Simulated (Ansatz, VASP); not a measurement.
**Two plane-wave programs on LiBeF3**

```
Li Be F
1.0
     3.51978    0.00000    0.00000
     0.00000    3.51978    0.00000
     0.00000    0.00000    3.51978
Li Be F
1 1 3
Cartesian
  1.7599 1.7599 1.7599
  0.0000 0.0000 0.0000
  1.7599 0.0000 0.0000
  0.0000 1.7599 0.0000
  0.0000 0.0000 1.7599
```

Alike in both runs: task single point; functional PBE; k mesh 6 × 6 × 6; occupations gaussian, width 0.1 eV; no spin polarisation.

```csv
,VASP,Ansatz
version,VASP 6.6.1,Ansatz 0.2.0
potentials or method,"VASP PAW PBE potentials, release 64 (Li_sv, Be, F), cutoff 520 eV","scalar-relativistic, plane waves, PAW"
valence electrons in the cell,26,26
```

|  | VASP | Ansatz | Ansatz less VASP |
| --- | --- | --- | --- |
| gap on the k mesh at the Fermi level (eV) | 7.39 | 7.40 | +0.009 |
| least direct gap on the mesh (eV) | 8.15 | 8.15 | +0.005 |

Noted on VASP's run: the cutoff is short for stress, so the pressure is rough.
